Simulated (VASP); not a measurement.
# Fe (Fm-3m) in VASP: further runs

The runs below take Fe through electric field gradients, with PBE.

All numbers are computed with VASP 6.6.1; they aren't measurements. Logs are shortened: lines on timing, memory, paths and dates and some standing lists are left out, and cuts for length are marked.

**1. The cell of the first run**

The structure is cubic, space group Fm-3m (No. 225). The conventional cell has a = 3.656 Å, b = 3.656 Å, c = 3.656 Å, α = 90.00°, β = 90.00°, γ = 90.00°. Fe (site symmetry m-3m) has 12 Fe at 2.58 Å within 3.4 Å.

**2. Electric field gradients, PBE, collinear spin, ferromagnetic start**

INCAR reads:

```
ALGO     = Normal         # electronic algorithm
EDIFF    = 1E-8           # SCF threshold, eV
ENCUT    = 520            # plane-wave cutoff, eV
GGA      = PE             # functional
ISIF     = 2              # what is computed and relaxed
ISMEAR   = -1             # smearing method
ISPIN    = 2              # spin polarisation
LASPH    = T              # aspherical terms in the spheres
LCHARG   = F              # write CHGCAR
LEFG     = T            
LMAXMIX  = 4              # l up to which the mixer works
LORBIT   = 11             # projections on sites
LREAL    = F              # projectors in reciprocal space
LWAVE    = F              # write WAVECAR
MAGMOM   = 3              # initial moments
NBANDS   = 14             # bands
NELM     = 150            # most SCF steps
PREC     = Accurate       # precision mode
SIGMA    = 0.03           # smearing width, eV
```

KPOINTS reads:

```
k-points
0
Gamma
  17 17 17
```

POSCAR reads:

```
Fe
1.0
    0.0000000000      1.8277755852      1.8277755852
    1.8277755852      0.0000000000      1.8277755852
    1.8277755852      1.8277755852      0.0000000000
Fe
1
Direct
    0.0000000000      0.0000000000      0.0000000000
```

Potentials or basis: VASP PAW PBE potentials, release 64 (Fe).

The run is started by

```
$ cat potpaw_PBE.64/Fe/POTCAR > POTCAR
$ mpirun -np 1 vasp_std > vasp.out
```

OUTCAR:

```text
EDIFF = 1E-8
   ENCUT = 520
   GGA = PE
   ISIF = 2
   ISMEAR = -1
   ISPIN = 2
   LASPH = T
   LORBIT = 11
   LREAL = F
   NELM = 150
   PREC = Accurate

 ion  position               nearest neighbor table
   1  0.000  0.000  0.000-

  LATTYP: Found a face centered cubic cell.
 ALAT       =     3.6555511704

  Lattice vectors:

 A1 = (   0.0000000000,   1.8277755852,   1.8277755852)
 A2 = (   1.8277755852,   0.0000000000,   1.8277755852)
 A3 = (   1.8277755852,   1.8277755852,   0.0000000000)

Analysis of symmetry for initial positions (statically):
=====================================================================
 Subroutine PRICEL returns:
 Original cell was already a primitive cell.

 Routine SETGRP: Setting up the symmetry group for a
 face centered cubic supercell.

 Subroutine GETGRP returns: Found 48 space group operations
 (whereof 48 operations were pure point group operations)
 out of a pool of 48 trial point group operations.

The static configuration has the point symmetry O_h .

Analysis of symmetry for dynamics (positions and initial velocities):
=====================================================================
 Subroutine PRICEL returns:
 Original cell was already a primitive cell.

 Routine SETGRP: Setting up the symmetry group for a
 face centered cubic supercell.

 Subroutine GETGRP returns: Found 48 space group operations
 (whereof 48 operations were pure point group operations)
 out of a pool of 48 trial point group operations.

The dynamic configuration has the point symmetry O_h .

Analysis of structural, dynamic, and magnetic symmetry:
=====================================================================
 Subroutine PRICEL returns:
 Original cell was already a primitive cell.

 Routine SETGRP: Setting up the symmetry group for a
 face centered cubic supercell.

 Subroutine GETGRP returns: Found 48 space group operations
 (whereof 48 operations were pure point group operations)
 out of a pool of 48 trial point group operations.

The overall configuration has the point symmetry O_h .

 Subroutine INISYM returns: Found 48 space group operations
 (whereof 48 operations are pure point group operations),
 and found     1 'primitive' translations

[... 556 lines left out ...]
 [... further k-points ...]

 spin component 2

 k-point     1 :       0.0000    0.0000    0.0000
  band No.  band energies     occupation
      1      -2.7063      1.00000
      2       5.3035      0.88943
      3       5.3035      0.88922
      4       5.3035      0.88921
      5       6.8769      0.00000
      6       6.8770      0.00000
      7      26.6029      0.00000
      8      31.3079      0.00000
      9      31.3079      0.00000
     10      31.3079      0.00000
     11      34.3797      0.00000
     12      34.3797      0.00000
     13      34.3797      0.00000
     14      35.6842      0.00000
[... 379 lines left out ...]
      3       5.5075      0.00887
      4       5.5083      0.00864
      5       6.6756      0.00000
      6       6.9099      0.00000
      7      24.7139      0.00000
      8      26.8790      0.00000
      9      29.9046      0.00000
     10      31.9665      0.00000
     11      33.4869      0.00000
     12      34.7962      0.00000
     13      37.6624      0.00000
     14      38.6851      0.00000

 [... further k-points ...]

------------------------ aborting loop because EDIFF is reached ----------------------------------------

  FORCE on cell =-STRESS in cart. coord.  units (eV):
  Direction    XX          YY          ZZ          XY          YZ          ZX
  --------------------------------------------------------------------------------------
  -------------------------------------------------------------------------------------
  Total       -0.1561514     -0.1561514     -0.1561514      0.0000000     -0.0000000      0.0000000
  in kB      -20.4860294    -20.4860294    -20.4860294      0.0000000     -0.0000000      0.0000000
  external PRESSURE =     -20.4860294 kB  Pullay stress =       0.0000000 kB

 VOLUME and BASIS-vectors are now :
 -----------------------------------------------------------------------------
  energy-cutoff  :      520.00
  volume of cell :       12.21
      direct lattice vectors                 reciprocal lattice vectors
     0.000000000  1.827775585  1.827775585    -0.273556559  0.273556559  0.273556559
     1.827775585  0.000000000  1.827775585     0.273556559 -0.273556559  0.273556559
     1.827775585  1.827775585  0.000000000     0.273556559  0.273556559 -0.273556559

 POSITION                                       TOTAL-FORCE (eV/Angst)
 -----------------------------------------------------------------------------------
      0.00000      0.00000      0.00000        -0.000000      0.000000     -0.000000
 -----------------------------------------------------------------------------------
    total drift:                                0.000000      0.000000      0.000000

  FREE ENERGIE OF THE ION-ELECTRON SYSTEM (eV)
  ---------------------------------------------------
  free  energy   TOTEN  =        -8.0835741393 eV

  energy  without entropy=       -8.0797389909  energy(sigma->0) =       -8.08165657

 Electric field gradients (V/A^2)
---------------------------------------------------------------------
 ion       V_xx      V_yy      V_zz      V_xy      V_xz      V_yz
---------------------------------------------------------------------
   1      -0.000    -0.000    -0.000    -0.001    -0.001    -0.001
---------------------------------------------------------------------

 Electric field gradients after diagonalization (V/A^2)
 (convention: |V_zz| > |V_xx| > |V_yy|)
----------------------------------------------------------------------
 ion       V_xx      V_yy      V_zz     asymmetry (V_yy - V_xx)/ V_zz
----------------------------------------------------------------------
   1       0.001     0.001    -0.002       0.000
----------------------------------------------------------------------

           NMR quadrupolar parameters

 Cq : quadrupolar parameter    Cq=e*Q*V_zz/h
 eta: asymmetry parameters     (V_yy - V_xx)/ V_zz
 Q  : nuclear electric quadrupole moment in mb (millibarn)
----------------------------------------------------------------------
 ion       Cq(MHz)       eta       Q (mb)
----------------------------------------------------------------------
   1      -0.000       0.000       1.000
----------------------------------------------------------------------

 total charge

# of ion       s       p       d       tot
------------------------------------------
    1        0.468   0.489   6.171   7.127

 magnetization (x)

# of ion       s       p       d       tot
------------------------------------------
    1       -0.016  -0.052   2.691   2.623
```

Wall time 31 s (1 thread of Intel Xeon 6975P-C (Granite Rapids), shared host); peak memory 0.16 GiB.

Results:

- Free energy: -8.0836 eV
- Pressure: -2.0 GPa
- Net moment: 2.62 μB per cell
- Site moments: Fe +2.62 μB
- Valence electrons inside the program's atomic spheres: Fe 7.13

Caveat: without QUAD_EFG the Cq values of the log hold for a quadrupole moment of 1 mb, not for the nuclei.

**3. Electric field gradients, PBE, collinear spin, ferromagnetic start**

INCAR reads:

```
SYSTEM = Fe
PREC     = Accurate       ! precision mode
ENCUT    = 520            ! plane-wave cutoff, eV
EDIFF    = 1E-8           ! SCF threshold, eV
ISMEAR   = -1             ! smearing method
SIGMA    = 0.03           ! smearing width, eV
LREAL    = .False.        ! projectors in reciprocal space
LASPH    = .True.         ! aspherical terms in the spheres
NELM     = 150            ! most SCF steps
ALGO     = Normal         ! electronic algorithm
ISIF     = 2              ! what is computed and relaxed
LWAVE    = .False.        ! write WAVECAR
LCHARG   = .False.        ! write CHGCAR
ISPIN    = 2              ! spin polarisation
MAGMOM   = 3              ! initial moments
LORBIT   = 11             ! projections on sites
LMAXMIX  = 4              ! l up to which the mixer works
GGA      = PE             ! functional
LEFG     = .True.       
NBANDS   = 14             ! bands
```

KPOINTS reads:

```
regular mesh
0
Gamma
  17 17 17
  0 0 0
```

POSCAR is that of step 2.

Potentials or basis: VASP PAW PBE potentials, release 64 (Fe).

The run is started by

```
$ cat potpaw_PBE.64/Fe/POTCAR > POTCAR
$ mpirun -np 1 vasp_std > vasp.out
```

OUTCAR:

```text
SYSTEM = Fe
   PREC = Accurate
   ENCUT = 520
   EDIFF = 1E-8
   ISMEAR = -1
   LREAL = .False.
   LASPH = .True.
   NELM = 150
   ISIF = 2
   ISPIN = 2
   LORBIT = 11
   GGA = PE

 ion  position               nearest neighbor table
   1  0.000  0.000  0.000-

  LATTYP: Found a face centered cubic cell.
 ALAT       =     3.6555511704

  Lattice vectors:

 A1 = (   0.0000000000,   1.8277755852,   1.8277755852)
 A2 = (   1.8277755852,   0.0000000000,   1.8277755852)
 A3 = (   1.8277755852,   1.8277755852,   0.0000000000)

Analysis of symmetry for initial positions (statically):
=====================================================================
 Subroutine PRICEL returns:
 Original cell was already a primitive cell.

 Routine SETGRP: Setting up the symmetry group for a
 face centered cubic supercell.

 Subroutine GETGRP returns: Found 48 space group operations
 (whereof 48 operations were pure point group operations)
 out of a pool of 48 trial point group operations.

The static configuration has the point symmetry O_h .

Analysis of symmetry for dynamics (positions and initial velocities):
=====================================================================
 Subroutine PRICEL returns:
 Original cell was already a primitive cell.

 Routine SETGRP: Setting up the symmetry group for a
 face centered cubic supercell.

 Subroutine GETGRP returns: Found 48 space group operations
 (whereof 48 operations were pure point group operations)
 out of a pool of 48 trial point group operations.

The dynamic configuration has the point symmetry O_h .

Analysis of structural, dynamic, and magnetic symmetry:
[... 979 lines left out ...]
     10      31.9665      0.00000
     11      33.4869      0.00000
     12      34.7962      0.00000
     13      37.6624      0.00000
     14      38.6851      0.00000

 [... further k-points ...]

------------------------ aborting loop because EDIFF is reached ----------------------------------------

  FORCE on cell =-STRESS in cart. coord.  units (eV):
  Direction    XX          YY          ZZ          XY          YZ          ZX
  --------------------------------------------------------------------------------------
  -------------------------------------------------------------------------------------
  Total       -0.1561514     -0.1561514     -0.1561514      0.0000000     -0.0000000      0.0000000
  in kB      -20.4860294    -20.4860294    -20.4860294      0.0000000     -0.0000000      0.0000000
  external PRESSURE =     -20.4860294 kB  Pullay stress =       0.0000000 kB

 VOLUME and BASIS-vectors are now :
 -----------------------------------------------------------------------------
  energy-cutoff  :      520.00
  volume of cell :       12.21
      direct lattice vectors                 reciprocal lattice vectors
     0.000000000  1.827775585  1.827775585    -0.273556559  0.273556559  0.273556559
     1.827775585  0.000000000  1.827775585     0.273556559 -0.273556559  0.273556559
     1.827775585  1.827775585  0.000000000     0.273556559  0.273556559 -0.273556559

 POSITION                                       TOTAL-FORCE (eV/Angst)
 -----------------------------------------------------------------------------------
      0.00000      0.00000      0.00000        -0.000000      0.000000     -0.000000
 -----------------------------------------------------------------------------------
    total drift:                                0.000000      0.000000      0.000000

  FREE ENERGIE OF THE ION-ELECTRON SYSTEM (eV)
  ---------------------------------------------------
  free  energy   TOTEN  =        -8.0835741393 eV

  energy  without entropy=       -8.0797389909  energy(sigma->0) =       -8.08165657

 Electric field gradients (V/A^2)
---------------------------------------------------------------------
 ion       V_xx      V_yy      V_zz      V_xy      V_xz      V_yz
---------------------------------------------------------------------
   1      -0.000    -0.000    -0.000    -0.001    -0.001    -0.001
---------------------------------------------------------------------

 Electric field gradients after diagonalization (V/A^2)
 (convention: |V_zz| > |V_xx| > |V_yy|)
----------------------------------------------------------------------
 ion       V_xx      V_yy      V_zz     asymmetry (V_yy - V_xx)/ V_zz
----------------------------------------------------------------------
   1       0.001     0.001    -0.002       0.000
----------------------------------------------------------------------

           NMR quadrupolar parameters

 Cq : quadrupolar parameter    Cq=e*Q*V_zz/h
 eta: asymmetry parameters     (V_yy - V_xx)/ V_zz
 Q  : nuclear electric quadrupole moment in mb (millibarn)
----------------------------------------------------------------------
 ion       Cq(MHz)       eta       Q (mb)
----------------------------------------------------------------------
   1      -0.000       0.000       1.000
----------------------------------------------------------------------

 total charge

# of ion       s       p       d       tot
------------------------------------------
    1        0.468   0.489   6.171   7.127

 magnetization (x)

# of ion       s       p       d       tot
------------------------------------------
    1       -0.016  -0.052   2.691   2.623
```

OSZICAR:

```text
N       E                     dE             d eps       ncg     rms          rms(c)
DAV:   1     0.221036449637E+02    0.22104E+02   -0.38167E+03 10014   0.685E+02
DAV:   2    -0.806555195565E+01   -0.30169E+02   -0.27808E+02 10038   0.128E+02
[... 11 lines left out ...]
DAV:  14    -0.808351395676E+01   -0.63077E-04   -0.17511E-05 11010   0.269E-02    0.531E-02
DAV:  15    -0.808356843764E+01   -0.54481E-04   -0.43055E-05 10062   0.413E-02    0.205E-02
DAV:  16    -0.808357412011E+01   -0.56825E-05   -0.14379E-05 10644   0.232E-02    0.284E-03
DAV:  17    -0.808357422610E+01   -0.10599E-06   -0.12695E-07 10596   0.254E-03    0.916E-04
DAV:  18    -0.808357416378E+01    0.62326E-07   -0.92201E-09  8248   0.611E-04    0.471E-04
DAV:  19    -0.808357414691E+01    0.16871E-07   -0.70498E-09  9840   0.581E-04    0.303E-04
DAV:  20    -0.808357413933E+01    0.75762E-08   -0.78279E-10  5070   0.193E-04
   1 F= -.80835741E+01 E0= -.80816566E+01  d E =-.383515E-02  mag=     2.6216
```

It took 32 s on 1 thread of Intel Xeon 6975P-C (Granite Rapids), shared host; peak memory 0.16 GiB.

What came out:

* Free energy: -8.0836 eV
* Pressure: -2.0 GPa
* Net moment: 2.62 μB per cell
* Site moments: Fe +2.62 μB
* Valence electrons inside the program's atomic spheres: Fe 7.13

Levels at points of the mesh, in eV from the Fermi level:
Spin up:
| k point | band 1 | band 2 | band 3 | band 4 | band 5 | band 6 | band 7 | band 8 | band 9 | band 10 |
| --- | --- | --- | --- | --- | --- | --- | --- | --- | --- | --- |
| (0.00, 0.00, 0.00) | -8.31 | -2.46 | -2.46 | -2.46 | -1.51 | -1.51 | 21.63 | 25.55 | 25.55 | 25.55 |
Spin down:
```csv
k point,band 1,band 2,band 3,band 4,band 5,band 6,band 7,band 8
"(0.00, 0.00, 0.00)",-8.07,-0.06,-0.06,-0.06,1.51,1.51,21.24,25.94
```

Caveat: without QUAD_EFG the Cq values of the log hold for a quadrupole moment of 1 mb, not for the nuclei.

[end of part 1 of 3]
